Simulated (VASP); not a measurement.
Set up this calculation in VASP 6.6.1, as the native input.

* Task: single point
* Functional: PBE
* Potentials or basis: VASP PAW PBE potentials, release 64 (Hg, Te)
* Cutoff: 520 eV
* k mesh: 13 × 13 × 13
* Occupations: fermi-dirac, width 0.05 eV
* Spin: no spin polarisation
* Dipole correction: no
* Further INCAR settings: ALGO = Normal; EDIFF = 1e-06; NBANDS = 16

The structure of HgTe (rocksalt type) lies in POSCAR:

```
HgTe
1.0
    0.0000000000      2.6207130867      2.6207130867
    2.6207130867      0.0000000000      2.6207130867
    2.6207130867      2.6207130867      0.0000000000
Hg Te
1 1
Direct
    0.0000000000      0.0000000000      0.0000000000
    0.5000000000      0.5000000000      0.5000000000
```

These files were run (other wordings do the same):

INCAR

```
SYSTEM = HgTe
PREC = Accurate
ENCUT = 520
EDIFF = 1E-6
ISMEAR = -1
SIGMA = 0.05
LREAL = .FALSE.
LASPH = .TRUE.
NELM = 80
ALGO = Normal
ISIF = 2
LWAVE = .FALSE.
LCHARG = .FALSE.
GGA = PE
NBANDS = 16
```

KPOINTS

```
regular mesh
0
G
  13 13 13
  0 0 0
```

Potentials or basis: VASP PAW PBE potentials, release 64 (Hg, Te).

Run with:

```bash
$ cat potpaw_PBE.64/Hg/POTCAR potpaw_PBE.64/Te/POTCAR > POTCAR
$ mpirun -np 1 vasp_std > vasp.out
```

Results of the run:

| Item | Value |
| --- | --- |
| Pressure | 79.4 GPa |
| Band gap on the k mesh | zero (bands 9 and 10 overlap by 4.00 eV) |

Caveat: the cell stands under pressure; spin-orbit coupling is left out, which moves the levels of the heavy elements.

Run time: 64 s on 1 thread of Intel Xeon 8259CL, on a shared host, peak memory 0.19 GiB.
